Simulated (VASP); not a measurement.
## CuI (Marshite): single point with BLYP+D4

The system is CuI (Marshite).

```
CELL_PARAMETERS angstrom
0.00000 3.00766 3.00766
3.00766 0.00000 3.00766
3.00766 3.00766 0.00000
ATOMIC_POSITIONS crystal
I 0.00000 0.00000 0.00000
Cu 0.75000 0.75000 0.75000
```

* Program: VASP 6.6.1
* Task: single point
* Functional: BLYP
* Dispersion: D4
* Potentials or basis: VASP PAW PBE potentials, release 64 (I, Cu)
* Cutoff: 520 eV
* k mesh: 8 × 8 × 8
* Occupations: fermi-dirac, width 0.05 eV
* Spin: no spin polarisation

```
Pressure                   : 0.1 GPa
Band gap on the k mesh     : 1.29 eV, direct
Dispersion energy per atom : -0.707 eV
```

Levels at points of the mesh, in eV from the valence-band top:
```tsv
k point	band 6	band 7	band 8	band 9	band 10	band 11	band 12	band 13
(0.00, 0.00, 0.00)	-1.97	0.00	0.00	0.00	1.29	4.96	4.96	4.96
(0.50, 0.00, 0.00)	-1.95	-1.90	-0.75	-0.75	2.25	5.51	5.51	7.67
(0.50, 0.50, 0.00)	-1.90	-1.89	-1.60	-1.60	2.85	2.97	9.46	9.94
```

Wall time 18 s on 1 thread of Intel(R) Xeon(R) 6975P-C (Granite Rapids), with other jobs on the host, peak memory 0.18 GiB.

Caveat: the PAW data sets were made with another functional, which shifts forces and pressure a little; spin-orbit coupling is left out, which moves the levels of the heavy elements.
